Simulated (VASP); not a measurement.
Here is a VASP 6.6.1 calculation.

Contents of INCAR:

```
  PREC = Accurate
  ENCUT = 520
  EDIFF = 1E-7
  ISMEAR = -1
  SIGMA = 0.05
  LREAL = False
  LASPH = True
  NELM = 100
  ALGO = Normal
  ISIF = 2
  LWAVE = False
  LCHARG = True
  GGA = PE
  LELF = True
  LVHAR = True
  NBANDS = 16
```

The input KPOINTS:

```
Automatic mesh
0
Gamma
  17 17 10
```

The input POSCAR:

```
Co
1.0
    2.3510116202      0.0000000000      0.0000000000
   -1.1755058101      2.0360357877      0.0000000000
    0.0000000000      0.0000000000      3.7991067989
Co
2
Direct
    0.3333333333      0.6666666667      0.2500000000
    0.6666666667      0.3333333333      0.7500000000
```

Potentials or basis: VASP PAW PBE potentials, release 64 (Co).

Run with:

```bash
$ cat potpaw_PBE.64/Co/POTCAR > POTCAR
$ mpirun -np 1 vasp_std > vasp.out
```

(1) Predict the pressure.

(2) Estimate the band gap on the k mesh.

Results:

(1) 42.1 GPa.

(2) zero (bands 9 and 10 overlap by 1.83 eV).

Caveat: the cell stands under pressure; the run has no spin polarisation, though such a crystal can be magnetic.
